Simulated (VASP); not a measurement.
Set up this calculation in VASP 6.6.1, as the native input.

* Task: relaxation of cell and atoms
* Functional: PBE
* Potentials or basis: VASP PAW PBE potentials, release 64 (Ti_sv, Ge_d)
* Cutoff: 600 eV
* k mesh: 6 × 6 × 2
* Occupations: gaussian, width 0.1 eV
* Spin: no spin polarisation
* Dipole correction: no
* Further INCAR settings: ALGO = Normal; EDIFF = 1e-06; IBRION = 2; EDIFFG = -0.04; NSW = 90; ISIF = 3

The structure of Ti4Ge lies in POSCAR:

```
Ti4Ge
1.0
    3.0402414100      0.0000000000      0.0000000000
   -1.5201207000      2.6329262900      0.0000000000
    0.0000000000      0.0000000000     11.3678504500
Ti Ge
4 1
Direct
    0.3333333300      0.6666666700      0.1896649800
    0.6666666700      0.3333333300      0.3965549900
    0.3333333300      0.6666666700      0.6034450100
    0.6666666700      0.3333333300      0.8103350200
    0.0000000000      0.0000000000      0.0000000000
```

The cell was generated, and may not be a known phase.

These files were run (other wordings do the same):

INCAR

```
SYSTEM = Ti4Ge
  PREC = Accurate
  ENCUT = 600
  EDIFF = 1E-6
  ISMEAR = 0
  SIGMA = 0.1
  LREAL = .FALSE.
  LASPH = .TRUE.
  NELM = 100
  ALGO = Normal
  ISIF = 3
  LWAVE = .FALSE.
  LCHARG = .FALSE.
  GGA = PE
  IBRION = 2
  NSW = 90
  EDIFFG = -0.04
```

KPOINTS

```
regular mesh
0
G
  6 6 2
  0 0 0
```

Potentials or basis: VASP PAW PBE potentials, release 64 (Ti_sv, Ge_d).

Command:

```console
$ cat potpaw_PBE.64/Ti_sv/POTCAR potpaw_PBE.64/Ge_d/POTCAR > POTCAR
$ mpirun -np 1 vasp_std > vasp.out
```

It gave:

- Relaxed volume: 17.17 Å³/atom
- Relaxed cell: a = 2.970 Å, b = 2.970 Å, c = 11.235 Å, α = 90.00°, β = 90.00°, γ = 120.00°
- Space group after relaxing (to 0.1 Å): P-3m1 (No. 164)
- Energy gained by relaxing: 27.0 meV/atom
- Ionic steps: 6
- Pressure after relaxing: -0.1 GPa
- Largest force after relaxing: 0.020 eV/Å
- Band gap on the k mesh: zero (bands 31 and 32 overlap by 1.38 eV)

Caveat: the k points lie up to 0.41 Å⁻¹ apart in the final cell, too coarse for converged energies and pressures of a metal.

Run time: 3 min on 1 thread of AMD EPYC 9R45 96-Core Processor (Zen 5), on a shared host, peak memory 0.22 GiB.
